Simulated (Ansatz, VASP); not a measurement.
**Sb: VASP beside Ansatz**

```
CELL_PARAMETERS angstrom
3.16686 0.00000 0.00000
-1.58343 3.09270 0.00000
0.00000 0.00000 5.33000
ATOMIC_POSITIONS crystal
Sb 0.33333 0.66667 0.25000
Sb 0.66667 0.33333 0.75000
```

Change from the starting cell: strain -0.0600 x Voigt [1, -1, 0, 0, 0, 0], atoms carried along.

Alike in both runs: task single point; functional PBEsol; k mesh 18 × 18 × 10; occupations gaussian, width 0.15 eV; no spin polarisation.

```csv
,VASP,Ansatz
version,VASP 6.6.1,Ansatz 0.2.0
potentials or method,"VASP PAW PBE potentials, release 64 (Sb), cutoff 520 eV","scalar-relativistic, plane waves, PAW"
valence electrons in the cell,10,30
```

|  | VASP | Ansatz | Ansatz less VASP |
| --- | --- | --- | --- |
| gap on the k mesh at the Fermi level (eV) | none | none | - |
| pressure (GPa) | 0.6 | 0.6 | -0.01 |
| traceless stress, the component that is largest in VASP (GPa) | 1.25 | 1.22 | -0.031 |
| rms of the force components (eV/Å) | 0.076 | 0.074 | -0.0015 |

VASP's potentials were made for PBE, not for PBEsol. Atom by atom the forces differ by 0.002 eV/Å (rms over components). A gap of «none» marks a metal or a gap that the smearing closes. The functional is the same, so the differences come from potentials, cutoffs and numerics. VASP's potentials hold 10 valence electrons a cell and Ansatz's 30, so a difference there can come from the potentials and not from the codes.

Neither program's run includes spin-orbit coupling.
